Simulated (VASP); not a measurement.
**Mg: single point with LDA**

Crystal: Mg.

```xyz
2
Lattice="3.1396 0.0000 0.0000 -1.5698 2.7190 0.0000 0.0000 0.0000 5.0539" Properties=species:S:1:pos:R:3 pbc="T T T"
Mg    0.0000    1.8127    3.7904
Mg    1.5698    0.9063    1.2635
```

```
Program             : VASP 6.6.1
Task                : single point
Functional          : LDA
Potentials or basis : VASP PAW LDA potentials, release 64 (Mg)
Cutoff              : 520 eV
k mesh              : 16 × 16 × 8
Occupations         : gaussian, width 0.05 eV
Spin                : no spin polarisation
```

```yaml
Pressure: -0.2 GPa
Band_gap_on_the_k_mesh: zero (band 2 reaches 3.80 eV, above the bottom of band 3 at 1.61 eV)
```

Levels at points of the mesh, in eV from the Fermi level:
```
           k point  band 1  band 2  band 3  band 4  band 5
(0.00, 0.00, 0.00)   -7.20   -1.72   -1.20   11.16   11.16
(0.50, 0.00, 0.00)   -2.26   -2.24    2.75    3.10    3.46
(0.00, 0.00, 0.50)   -5.74   -5.74    5.32    5.32   11.92
(0.50, 0.00, 0.50)   -1.17   -1.17   -0.48   -0.48    8.25
```

Run time: 33 s on 1 thread of AMD EPYC 7R43 64-Core Processor (Zen 3), on a shared host, peak memory 0.14 GiB.
